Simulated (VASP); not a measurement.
Crystal: GaSb3.

```xyz
8
Lattice="4.2200 0.0000 0.0000 -2.1100 3.6546 0.0000 0.0000 0.0000 14.4000" Properties=species:S:1:pos:R:3 pbc="T T T"
Ga    0.0000    2.4364    0.9000
Ga    2.1100    1.2182    4.4496
Sb    0.0000    0.0000    0.0000
Sb    0.0000    2.4364    3.5496
Sb    2.1100    1.2182    7.0992
Sb    0.0000    0.0000    8.4960
Sb    0.0000    2.4364   10.6992
Sb    2.1100    1.2182   12.1968
```

```yaml
Program: VASP 6.6.1
Task: relaxation of cell and atoms
Functional: PBE
Potentials_or_basis: VASP PAW PBE potentials, release 64 (Ga_d, Sb)
Cutoff: 600 eV
k_mesh: 4 × 4 × 2
Occupations: gaussian, width 0.2 eV
Spin: no spin polarisation
```

At the start: pressure 6.9 GPa; volume 27.76 Å³/atom.

Q: How do energy, volume and symmetry change on relaxing?

A: Over 6 steps the energy falls by 68.4 meV/atom and the volume is 30.93 Å³/atom (+11.4 %); space group P3m1 (No. 156, to 0.05 Å).

Step by step:
```
step  energy change (eV)  largest force (eV/Å)  pressure (GPa)  volume (Å³)
   1              0.0000                0.8368            6.89       222.08
   2             -0.3803                0.5498           -2.60       262.64
   3             -0.5276                0.3143           -0.02       246.97
   4             -0.5274                0.3112            0.12       246.46
   5             -0.5395                0.1779            0.09       246.85
   6             -0.5469                0.0739            0.07       247.46
```

Final structure:
```cif
data_structure
_symmetry_space_group_name_H-M 'P 1'
_symmetry_Int_Tables_number 1
_cell_length_a 4.4117
_cell_length_b 4.4117
_cell_length_c 14.6810
_cell_angle_alpha 90.000
_cell_angle_beta 90.000
_cell_angle_gamma 120.000
_cell_volume 247.46
loop_
_atom_site_label
_atom_site_type_symbol
_atom_site_fract_x
_atom_site_fract_y
_atom_site_fract_z
_atom_site_occupancy
Ga1 Ga 0.33333 0.66667 0.06352 1
Ga2 Ga 0.66667 0.33333 0.30648 1
Sb1 Sb 0.00000 0.00000 0.99888 1
Sb2 Sb 0.33333 0.66667 0.24826 1
Sb3 Sb 0.66667 0.33333 0.49317 1
Sb4 Sb 0.00000 0.00000 0.59178 1
Sb5 Sb 0.33333 0.66667 0.74340 1
Sb6 Sb 0.66667 0.33333 0.84551 1
```

Caveat: the k points lie up to 0.41 Å⁻¹ apart in the final cell; the relaxation stopped at a loose force limit of 0.08 eV/Å, so its end isn't a converged minimum.
